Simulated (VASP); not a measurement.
VPbF3:

```
Pb V F
1.0
     4.00308    0.00000    0.00000
     0.00000    4.00308    0.00000
     0.00000    0.00000    4.92168
Pb V F
1 1 3
Direct
  0.00000 0.00000 0.00000
  0.50000 0.50000 0.56680
  0.50000 0.50000 0.21020
  0.50000 0.00000 0.68890
  0.00000 0.50000 0.68890
```

```yaml
Program: VASP 6.6.1
Task: relaxation of cell and atoms
Functional: r2SCAN
Potentials_or_basis: VASP PAW PBE potentials, release 64 (Pb_d, V_sv, F)
Cutoff: 660 eV
k_mesh: 8 × 8 × 7
Occupations: fermi-dirac, width 0.1 eV
Spin: no spin polarisation
Hubbard_terms: V d U = 3.77 eV
```

At the start: pressure 10.5 GPa; volume 15.77 Å³/atom.

Q: Where does the relaxation end?

A: Over 45 steps the energy falls by 251.9 meV/atom and the volume is 19.35 Å³/atom (+22.7 %); space group P4mm (No. 99, to 0.1 Å) before and after.

Step by step:
```tsv
step	energy change (eV)	largest force (eV/Å)	pressure (GPa)	volume (Å³)
1	0.0000	3.0931	10.54	78.87
3	-0.4322	0.7802	0.08	85.47
5	-0.5722	0.2558	-2.04	87.43
7	-0.5869	0.4023	-2.67	88.53
9	-0.6626	0.3944	0.28	85.18
11	-0.6811	0.3274	0.72	84.91
13	-0.7104	0.7400	0.21	86.15
15	-0.9549	1.2602	-1.33	91.72
17	-1.1525	0.8648	-2.40	96.55
19	-1.1841	0.3218	-1.83	97.12
21	-1.1955	0.2938	-0.98	96.36
23	-1.2104	0.2725	0.36	94.47
25	-1.2245	0.4848	-0.23	95.20
27	-1.2316	0.2427	-0.46	95.28
29	-1.2350	0.3164	-0.29	95.08
31	-1.2403	0.1509	0.76	94.17
33	-1.2510	0.1302	0.31	95.46
35	-1.2543	0.1326	-0.09	96.65
37	-1.2554	0.1120	0.07	96.72
39	-1.2581	0.0695	-0.19	97.34
41	-1.2586	0.0470	-0.08	97.08
43	-1.2589	0.0521	0.16	96.77
45	-1.2595	0.0121	-0.01	96.76
```

Final structure:
```
CELL_PARAMETERS angstrom
3.86659 0.00000 0.00000
0.00000 3.86659 0.00000
0.00000 0.00000 6.47178
ATOMIC_POSITIONS crystal
Pb 0.00000 0.00000 0.00518
V 0.50000 0.50000 0.58168
F 0.50000 0.50000 0.30251
F 0.50000 0.00000 0.63272
F 0.00000 0.50000 0.63272
```

Caveat: the volume moved by over 15 % at a fixed basis, so the end points are rough; the PAW data sets were made with another functional, which shifts forces and pressure a little; the run has no spin polarisation, though such a crystal can be magnetic; U without spin polarisation on a metal has little footing.
